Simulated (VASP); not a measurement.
Here is a VASP 6.6.1 calculation.

Contents of INCAR:

```
  ALGO = Normal
  EDIFF = 1E-6
  ENCUT = 520
  ISIF = 2
  ISMEAR = 0
  ISPIN = 2
  LASPH = T
  LCHARG = F
  LMAXMIX = 4
  LORBIT = 11
  LREAL = F
  LWAVE = F
  MAGMOM = 0.9 0
  NBANDS = 22
  NELM = 150
  PREC = Accurate
  SIGMA = 0.1
```

Contents of KPOINTS:

```
k-points
0
Gamma
  4 4 4
```

POSCAR

```
VOs
1.0
    3.0165740000      0.0000000000      0.0000000000
    0.0000000000      3.0165740000      0.0000000000
    0.0000000000      0.0000000000      3.0165740000
V Os
1 1
Direct
    0.0000000000      0.0000000000      0.0000000000
    0.5000000000      0.5000000000      0.5000000000
```

Potentials or basis: VASP PAW LDA potentials, release 64 (V_sv, Os).

The run is started by

```console
$ cat potpaw_LDA.64/V_sv/POTCAR potpaw_LDA.64/Os/POTCAR > POTCAR
$ mpirun -np 1 vasp_std > vasp.out
```

Question: What does it give for the pressure?

Answer: -14.2 GPa.

Question: What does it give for the net moment?

Answer: 0.00 μB per cell.

Caveat: the k points lie up to 0.52 Å⁻¹ apart.
